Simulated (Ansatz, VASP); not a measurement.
**Two plane-wave programs on GaC**

File POSCAR:

```
GaC
1.0
    3.4165663148      0.0000000000      0.0000000000
   -1.7082831574      2.9588332223      0.0000000000
    0.0000000000      0.0000000000      5.4715131321
Ga C
2 2
Direct
    0.3333333333      0.6666666667      0.0000000000
    0.6666666667      0.3333333333      0.5000000000
    0.3333333333      0.6666666667      0.3821000000
    0.6666666667      0.3333333333      0.8821000000
```

INCAR.step1

```
PREC = Accurate
ENCUT = 520
ISMEAR = 0
SIGMA = 0.1
LREAL = False
LASPH = True
NELM = 80
NBANDS = 25
GGA = PE
ALGO = Normal
EDIFF = 1E-4
LWAVE = True
LCHARG = False
```

INCAR.step2

```
PREC = Accurate
ENCUT = 520
EDIFF = 1E-6
ISMEAR = 0
SIGMA = 0.1
LREAL = False
LASPH = True
NELM = 80
ALGO = Normal
ISIF = 2
LWAVE = False
LCHARG = False
METAGGA = R2SCAN
LMIXTAU = True
NBANDS = 25
ISTART = 1
```

File KPOINTS:

```
regular mesh
0
Gamma
  6 6 4
```

Input for Ansatz:

```yaml
crystal:
  lattice:
    - [3.4165663148, 0.0, 0.0]
    - [-1.7082831574, 2.9588332223, 0.0]
    - [0.0, 0.0, 5.4715131321]
  atoms:
    - { symbol: Ga, position: [0.3333333333, 0.6666666667, 0.0] }
    - { symbol: Ga, position: [0.6666666667, 0.3333333333, 0.5] }
    - { symbol: C, position: [0.3333333333, 0.6666666667, 0.3821] }
    - { symbol: C, position: [0.6666666667, 0.3333333333, 0.8821] }
basis:
  ecutwfc: 500
kpoints:
  mp_grid: { grid: [6, 6, 4] }
hamiltonian:
  xc: r2scan
scf:
  occupations: { method: gaussian, width: 0.1 }
  lower_state_search: "off"
output:
  forces: true
  stress: true
  eigenvalues: true
```

Alike in both runs: task single point; functional r2SCAN; k mesh 6 × 6 × 4; occupations gaussian, width 0.1 eV; no spin polarisation.

|  | VASP | Ansatz |
| --- | --- | --- |
| version | VASP 6.6.1 | Ansatz 0.2.0 |
| potentials or method | VASP PAW PBE potentials, release 64 (Ga_d, C), cutoff 520 eV | scalar-relativistic, plane waves, PAW |
| valence electrons in the cell | 34 | 34 |

VASP gave:

- gap on the k mesh at the Fermi level (eV): none
- pressure (GPa): -10.1
- traceless stress, the component that is largest in VASP (GPa): 2.19
- rms of the force components (eV/Å): 0.044

Task: Which values does Ansatz return?

Result: gap on the k mesh at the Fermi level (eV): none; pressure (GPa): -10.6; traceless stress, the component that is largest in VASP (GPa): 2.20; rms of the force components (eV/Å): 0.041.

VASP's potentials were made for PBE, not for r2SCAN. Atom by atom the forces differ by 0.003 eV/Å (rms over components). A gap of «none» marks a metal or a gap that the smearing closes.
